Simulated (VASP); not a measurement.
# HgTe (Fm-3m) in VASP: further runs

The runs below take HgTe through single point, with PBE.

Program: VASP 6.6.1. These are calculated values, not measurements. Logs are shortened: lines on timing, memory, paths and dates and some standing lists are left out, and cuts for length are marked.

### Step 1. The cell of the first run

It takes space group Fm-3m (No. 225, cubic). The conventional cell has a = 6.103 Å, b = 6.103 Å, c = 6.103 Å, α = 90.00°, β = 90.00°, γ = 90.00°. Hg (site symmetry m-3m) has 6 Te at 3.05 Å within 4.0 Å. Te (site symmetry m-3m) has 6 Hg at 3.05 Å within 4.0 Å.

### Step 2. Single point, PBE

Input file INCAR:

```
ALGO     = Normal         # electronic algorithm
EDIFF    = 1E-6           # SCF threshold, eV
ENCUT    = 500            # plane-wave cutoff, eV
GGA      = PE             # functional
GGA_COMPAT= F            
ISIF     = 2              # what is computed and relaxed
ISMEAR   = 0              # smearing method
LASPH    = T              # aspherical terms in the spheres
LCHARG   = F              # write CHGCAR
LREAL    = F              # projectors in reciprocal space
LWAVE    = F              # write WAVECAR
NBANDS   = 16             # bands
NELM     = 120            # most SCF steps
PREC     = Accurate       # precision mode
SIGMA    = 0.05           # smearing width, eV
```

Input file KPOINTS:

```
k-points
0
Gamma
  6 6 6
```

Input file POSCAR:

```
HgTe
1.0
    0.0000000000      3.0516541931      3.0516541931
    3.0516541931      0.0000000000      3.0516541931
    3.0516541931      3.0516541931      0.0000000000
Hg Te
1 1
Direct
    0.0000000000      0.0000000000      0.0000000000
    0.5000000000      0.5000000000      0.5000000000
```

Potentials or basis: VASP PAW PBE potentials, release 64 (Hg, Te).

On the command line:

```sh
> cat potpaw_PBE.64/Hg/POTCAR potpaw_PBE.64/Te/POTCAR > POTCAR
> mpirun -np 1 vasp_std > vasp.out
```

OUTCAR:

```text
EDIFF = 1E-6
   ENCUT = 500
   GGA = PE
   ISIF = 2
   ISMEAR = 0
   LASPH = T
   LREAL = F
   NELM = 120
   PREC = Accurate

 ion  position               nearest neighbor table
   1  0.000  0.000  0.000-   2 3.05   2 3.05   2 3.05   2 3.05   2 3.05   2 3.05
   2  0.500  0.500  0.500-   1 3.05   1 3.05   1 3.05   1 3.05   1 3.05   1 3.05

  LATTYP: Found a face centered cubic cell.
 ALAT       =     6.1033083862

  Lattice vectors:

 A1 = (   0.0000000000,   3.0516541931,   3.0516541931)
 A2 = (   3.0516541931,   0.0000000000,   3.0516541931)
 A3 = (   3.0516541931,   3.0516541931,   0.0000000000)

Analysis of symmetry for initial positions (statically):
=====================================================================
 Subroutine PRICEL returns:
 Original cell was already a primitive cell.

 Routine SETGRP: Setting up the symmetry group for a
 face centered cubic supercell.

 Subroutine GETGRP returns: Found 48 space group operations
 (whereof 48 operations were pure point group operations)
 out of a pool of 48 trial point group operations.

The static configuration has the point symmetry O_h .

Analysis of symmetry for dynamics (positions and initial velocities):
=====================================================================
 Subroutine PRICEL returns:
 Original cell was already a primitive cell.

 Routine SETGRP: Setting up the symmetry group for a
 face centered cubic supercell.

 Subroutine GETGRP returns: Found 48 space group operations
 (whereof 48 operations were pure point group operations)
 out of a pool of 48 trial point group operations.

The dynamic configuration has the point symmetry O_h .

 Subroutine INISYM returns: Found 48 space group operations
 (whereof 48 operations are pure point group operations),
 and found     1 'primitive' translations

----------------------------------------------------------------------------------------

                                     Primitive cell

  volume of cell :      56.8376

  direct lattice vectors                    reciprocal lattice vectors
     0.000000000  3.051654193  3.051654193    -0.163845563  0.163845563  0.163845563
     3.051654193  0.000000000  3.051654193     0.163845563 -0.163845563  0.163845563
     3.051654193  3.051654193  0.000000000     0.163845563  0.163845563 -0.163845563

  length of vectors
     4.315690748  4.315690748  4.315690748     0.283788840  0.283788840  0.283788840

  position of ions in fractional coordinates (direct lattice)
     0.000000000  0.000000000  0.000000000
     0.500000000  0.500000000  0.500000000

  ion indices of the primitive-cell ions
   primitive index   ion index
                 1           1
                 2           2

----------------------------------------------------------------------------------------

 KPOINTS: k-points

Automatic generation of k-mesh.
 Grid dimensions read from file:
 generate k-points for:    6    6    6

 Generating k-lattice:

  Cartesian coordinates                     Fractional coordinates (reciprocal lattice)
    -0.027307594  0.027307594  0.027307594     0.166666667  0.000000000  0.000000000
     0.027307594 -0.027307594  0.027307594     0.000000000  0.166666667  0.000000000
     0.027307594  0.027307594 -0.027307594     0.000000000  0.000000000  0.166666667

  Length of vectors
     0.047298140  0.047298140  0.047298140

  Shift w.r.t. Gamma in fractional coordinates (k-lattice)
     0.000000000  0.000000000  0.000000000

 Subroutine IBZKPT returns following result:
 ===========================================

 Found     16 irreducible k-points:

 Following reciprocal coordinates:
            Coordinates               Weight
  0.000000  0.000000  0.000000      1.000000
  0.166667  0.000000  0.000000      8.000000
  0.333333  0.000000  0.000000      8.000000
  0.500000  0.000000  0.000000      4.000000
  0.166667  0.166667  0.000000      6.000000
  0.333333  0.166667  0.000000     24.000000
[... 8 lines left out ...]
 -0.333333  0.333333  0.166667     24.000000
 -0.333333  0.500000  0.166667     12.000000
   k-points           NKPTS =     16   k-points in BZ     NKDIM =     16   number of bands    NBANDS=     16
   number of dos      NEDOS =    301   number of ions     NIONS =      2
   total plane-waves  NPLWV =  32768
   dimension x,y,z NGX =    32 NGY =   32 NGZ =   32
   dimension x,y,z NGXF=    64 NGYF=   64 NGZF=   64
   ions per type =               1   1
   NGX,Y,Z   is equivalent  to a cutoff of  12.33, 12.33, 12.33 a.u.
   NGXF,Y,Z  is equivalent  to a cutoff of  24.65, 24.65, 24.65 a.u.
 SYSTEM =  unknown system
   PREC   = accura    normal or accurate (medium, high low for compatibility)
   ISTART =      0    job   : 0-new  1-cont  2-samecut
   ICHARG =      2    charge: 1-file 2-atom 10-const
   ISPIN  =      1    spin polarized calculation?
   LNONCOLLINEAR =      F non collinear calculations
   LSORBIT =      F    spin-orbit coupling
   LASPH  =      T    aspherical Exc in radial PAW
   ENCUT  =  500.0 eV  36.75 Ry    6.06 a.u.   7.87  7.87  7.87*2*pi/ulx,y,z
   NELM   =    120;   NELMIN=  2; NELMDL= -5     # of ELM steps
   EDIFF  = 0.1E-05   stopping-criterion for ELM
   LREAL  =      F    real-space projection
   EDIFFG = 0.1E-04   stopping-criterion for IOM
   NSW    =      0    number of steps for IOM
   IBRION =     -1    ionic relax: 0-MD 1-quasi-New 2-CG
   NFREE  =      0    steps in history (QN), initial steepest desc. (CG)
   ISIF   =      2    stress and relaxation
   ISYM   =      2    0-nonsym 1-usesym 2-fastsym
   POTIM  = 0.5000    time-step for ionic-motion
   TEBEG  =    0.0;   TEEND  =   0.0 temperature during run
   PSTRESS=    0.0 pullay stress
   NELECT =      18.0000    total number of electrons
   NUPDOWN=      -1.0000    fix difference up-down
   EMIN   =  10.00;   EMAX   =-10.00  energy-range for DOS
   EFERMI =   0.00;   METHOD = LEGACY
   ISMEAR =     0;   SIGMA  =   0.05  broadening in eV -4-tet -1-fermi 0-gaus
   EFERMI_NEDOS =   21; number of points for ismear=-14 and -15
   IALGO  =     38    algorithm
   IMIX   =      4    mixing-type and parameters
     AMIX     =   0.40;   BMIX     =  1.00
     AMIX_MAG =   1.60;   BMIX_MAG =  1.00
  volume/ion in A,a.u.               =      28.42       191.78
  Fermi-wavevector in a.u.,A,eV,Ry     =   1.115887  2.108721 16.942036  1.245205
  Thomas-Fermi vector in A             =   2.252496
   LORBIT       =      0    0 simple, 1 ext, 2 COOP (PROOUT), +10 PAW based schemes
   GGA     = PE    functional components
   LHFCALC =     F    Hartree Fock is set to
   AEXX    =    0.0000 exact exchange contribution
   IVDW    =     0    specifies the selected vdW correction
   LEPSILON=     F    determine dielectric tensor
   LRPA    =     F    only Hartree local field effects (RPA)
 non-spin polarized calculation
 Gauss-broadening in eV      SIGMA  =   0.05
  energy-cutoff  :      500.00
  volume of cell :       56.84
 maximum number of plane-waves:      1459
   NGX = 15   NGY = 15   NGZ = 15

 number of electron      18.0000003 magnetization

 Free energy of the ion-electron system (eV)
  ---------------------------------------------------
  ext. energy  EPLUGINS =         0.00000000
  ---------------------------------------------------
  free energy    TOTEN  =        -3.37885723 eV

  energy without entropy =       -3.37567528  energy(sigma->0) =       -3.37726625

 E-fermi :   4.4613     XC(G=0):  -9.8651

 val. band max:        4.3455099847   @ k =   0.3333   0.0000   0.0000
 cond. band min:       4.4692556932   @ k =  -0.3333   0.1667   0.0000
 fundamental gap:      0.1237457084
 Fermi energy:         4.4613405554

 k-point     1 :       0.0000    0.0000    0.0000
  band No.  band energies     occupation
      1      -7.6566      2.00000
      2      -2.3109      2.00000
      3      -2.3109      2.00000
      4      -2.2510      2.00000
      5      -2.2510      2.00000
      6      -2.2510      2.00000
[... 8 lines left out ...]
     15      12.1497      0.00000
     16      12.1497      0.00000

 k-point     2 :       0.1667    0.0000    0.0000
  band No.  band energies     occupation
      1      -7.4221      2.00000
      2      -2.3981      2.00000
      3      -2.3981      2.00000
      4      -2.2856      2.00000
      5      -2.2141      2.00000
      6      -2.2141      2.00000
[... 8 lines left out ...]
     15      12.6626      0.00000
     16      12.6626      0.00000

 k-point     3 :       0.3333    0.0000    0.0000
  band No.  band energies     occupation
      1      -6.8388      2.00000
      2      -2.5700      2.00000
      3      -2.5700      2.00000
      4      -2.4688      2.00000
      5      -2.1288      2.00000
      6      -2.1288      2.00000
[... 8 lines left out ...]
     15      13.9460      0.00000
     16      13.9460      0.00000

 k-point     4 :       0.5000    0.0000    0.0000
  band No.  band energies     occupation
      1      -6.4442      2.00000
      2      -2.7366      2.00000
      3      -2.6512      2.00000
      4      -2.6512      2.00000
      5      -2.0846      2.00000
      6      -2.0846      2.00000
[... 8 lines left out ...]
     15      15.2804      0.00000
     16      15.2804      0.00000

 k-point     5 :       0.1667    0.1667    0.0000
  band No.  band energies     occupation
      1      -7.3614      2.00000
      2      -2.5052      2.00000
      3      -2.2870      2.00000
      4      -2.2852      2.00000
      5      -2.2129      2.00000
      6      -2.2129      2.00000
[... 8 lines left out ...]
     15      14.1774      0.00000
     16      14.1774      0.00000

 k-point     6 :       0.3333    0.1667    0.0000
  band No.  band energies     occupation
      1      -6.9429      2.00000
      2      -2.5989      2.00000
      3      -2.3910      2.00000
      4      -2.3330      2.00000
      5      -2.1558      2.00000
      6      -2.1190      2.00000
[... 8 lines left out ...]
     15      14.5486      0.00000
     16      14.9547      0.00000

 k-point     7 :       0.5000    0.1667    0.0000
  band No.  band energies     occupation
      1      -6.5009      2.00000
      2      -2.5542      2.00000
      3      -2.5521      2.00000
      4      -2.4650      2.00000
      5      -2.0838      2.00000
      6      -2.0709      2.00000
[... 8 lines left out ...]
     15      15.4850      0.00000
     16      15.9009      0.00000

 k-point     8 :      -0.3333    0.1667    0.0000
  band No.  band energies     occupation
      1      -6.5907      2.00000
      2      -2.6407      2.00000
      3      -2.6169      2.00000
      4      -2.3537      2.00000
      5      -2.1136      2.00000
      6      -2.0647      2.00000
[... 8 lines left out ...]
     15      13.7894      0.00000
     16      15.6336      0.00000

 k-point     9 :      -0.1667    0.1667    0.0000
  band No.  band energies     occupation
      1      -7.0862      2.00000
      2      -2.5411      2.00000
      3      -2.4966      2.00000
      4      -2.2983      2.00000
      5      -2.1861      2.00000
      6      -2.1344      2.00000
[... 8 lines left out ...]
     15      13.5244      0.00000
     16      14.6632      0.00000

 k-point    10 :       0.3333    0.3333    0.0000
  band No.  band energies     occupation
      1      -6.8216      2.00000
      2      -2.3850      2.00000
      3      -2.3531      2.00000
      4      -2.2386      2.00000
      5      -2.0954      2.00000
      6      -2.0954      2.00000
[... 8 lines left out ...]
     15      16.0033      0.00000
     16      16.7509      0.00000

 k-point    11 :       0.5000    0.3333    0.0000
  band No.  band energies     occupation
      1      -6.5939      2.00000
      2      -2.3686      2.00000
      3      -2.3349      2.00000
      4      -2.1490      2.00000
      5      -2.0375      2.00000
      6      -1.8422      2.00000
[... 8 lines left out ...]
     15      16.0797      0.00000
     16      17.0663      0.00000

 k-point    12 :      -0.3333    0.3333    0.0000
  band No.  band energies     occupation
      1      -6.4671      2.00000
      2      -2.5135      2.00000
      3      -2.4526      2.00000
      4      -2.2178      2.00000
      5      -2.0655      2.00000
      6      -1.8845      2.00000
[... 8 lines left out ...]
     15      14.2690      0.00000
     16      16.4874      0.00000

 k-point    13 :       0.5000    0.5000    0.0000
  band No.  band energies     occupation
      1      -6.6326      2.00000
      2      -2.3868      2.00000
      3      -2.2142      2.00000
      4      -2.0101      2.00000
      5      -2.0101      2.00000
      6      -1.4373      2.00000
[... 8 lines left out ...]
     15      17.2215      0.00000
     16      17.2215      0.00000

 k-point    14 :       0.5000    0.3333    0.1667
  band No.  band energies     occupation
      1      -6.6338      2.00000
      2      -2.4882      2.00000
      3      -2.4615      2.00000
      4      -2.3229      2.00000
      5      -2.0901      2.00000
      6      -2.0196      2.00000
[... 8 lines left out ...]
     15      15.7780      0.00000
     16      15.9539      0.00000

 k-point    15 :      -0.3333    0.3333    0.1667
  band No.  band energies     occupation
      1      -6.4670      2.00000
      2      -2.5654      2.00000
      3      -2.3377      2.00000
      4      -2.2896      2.00000
      5      -2.0474      2.00000
      6      -1.8708      2.00000
[... 8 lines left out ...]
     15      14.2522      0.00000
     16      16.7013      0.00000

 k-point    16 :      -0.3333    0.5000    0.1667
  band No.  band energies     occupation
      1      -6.5163      2.00000
      2      -2.4323      2.00000
      3      -2.3375      2.00000
      4      -2.1635      2.00000
      5      -2.0101      2.00000
      6      -1.5519      2.00000
[... 8 lines left out ...]
     15      15.7450      0.00000
     16      17.2021      0.00000

------------------------ aborting loop because EDIFF is reached ----------------------------------------

  FORCE on cell =-STRESS in cart. coord.  units (eV):
  Direction    XX          YY          ZZ          XY          YZ          ZX
  --------------------------------------------------------------------------------------
  -------------------------------------------------------------------------------------
  Total        0.3241972      0.3241972      0.3241972      0.0000000      0.0000000      0.0000000
  in kB        9.1386900      9.1386900      9.1386900      0.0000000      0.0000000      0.0000000
  external PRESSURE =       9.1386900 kB  Pullay stress =       0.0000000 kB

 VOLUME and BASIS-vectors are now :
 -----------------------------------------------------------------------------
  energy-cutoff  :      500.00
  volume of cell :       56.84
      direct lattice vectors                 reciprocal lattice vectors
     0.000000000  3.051654193  3.051654193    -0.163845563  0.163845563  0.163845563
     3.051654193  0.000000000  3.051654193     0.163845563 -0.163845563  0.163845563
     3.051654193  3.051654193  0.000000000     0.163845563  0.163845563 -0.163845563

 POSITION                                       TOTAL-FORCE (eV/Angst)
 -----------------------------------------------------------------------------------
      0.00000      0.00000      0.00000        -0.000000      0.000000      0.000000
      3.05165      3.05165      3.05165         0.000000     -0.000000     -0.000000
 -----------------------------------------------------------------------------------
    total drift:                                0.000000     -0.000000     -0.000000

  FREE ENERGIE OF THE ION-ELECTRON SYSTEM (eV)
  ---------------------------------------------------
  free  energy   TOTEN  =        -3.3788572314 eV

  energy  without entropy=       -3.3756752754  energy(sigma->0) =       -3.37726625
```

It took 18 s on 1 thread of Intel Xeon 8259CL, shared host; peak memory 0.18 GiB.

What came out:

```yaml
Free_energy: -3.3789 eV
Pressure: 0.9 GPa
Band_gap_on_the_k_mesh: zero (band 9 reaches 4.63 eV, above the bottom of band 10 at 2.11 eV)
```

Caveat: spin-orbit coupling is left out, which moves the levels of the heavy elements.

### Step 3. Single point, PBE

This run uses another cell than the first one, of 28.91 Å³/atom, 1.017 times its volume.

Input file INCAR:

```
PREC = Accurate
ENCUT = 500
EDIFF = 1E-6
ISMEAR = 0
SIGMA = 0.05
LREAL = F
LASPH = T
NELM = 120
ALGO = Normal
ISIF = 2
LWAVE = F
LCHARG = F
GGA = PE
NBANDS = 16
GGA_COMPAT = F
```

Input file KPOINTS:

```
regular mesh
0
Gamma
  6 6 6
```

Input file POSCAR:

```
HgTe
1.0
    0.0000000000      3.0690635913      3.0690635913
    3.0690635913      0.0000000000      3.0690635913
    3.0690635913      3.0690635913      0.0000000000
Hg Te
1 1
Direct
    0.0000000000      0.0000000000      0.0000000000
    0.5000000000      0.5000000000      0.5000000000
```

Potentials or basis: VASP PAW PBE potentials, release 64 (Hg, Te).

On the command line:

```sh
> cat potpaw_PBE.64/Hg/POTCAR potpaw_PBE.64/Te/POTCAR > POTCAR
> mpirun -np 1 vasp_std > vasp.out
```

Run time: 20 s. Hardware: 1 thread of Intel Xeon 8259CL, shared host; peak memory 0.18 GiB.

Results (log left out):

```yaml
Free_energy: -3.3820 eV
Pressure: 0.1 GPa
Band_gap_on_the_k_mesh: zero (band 9 reaches 4.43 eV, above the bottom of band 10 at 1.99 eV)
```

Levels at points of the mesh, in eV from the Fermi level:
```csv
k point,band 5,band 6,band 7,band 8,band 9,band 10,band 11,band 12,band 13,band 14
"(0.00, 0.00, 0.00)",-6.64,-6.64,-1.11,-0.76,-0.76,-0.76,7.54,7.54,7.54,7.66
"(0.50, 0.00, 0.00)",-6.48,-6.48,-5.50,0.16,0.16,2.58,3.51,3.91,3.91,10.23
"(0.50, 0.50, 0.00)",-6.41,-5.87,-4.21,-2.79,-2.28,-2.28,4.80,8.97,8.97,9.45
```

Caveat: spin-orbit coupling is left out, which moves the levels of the heavy elements.

(Continued in part 2 of 3.)
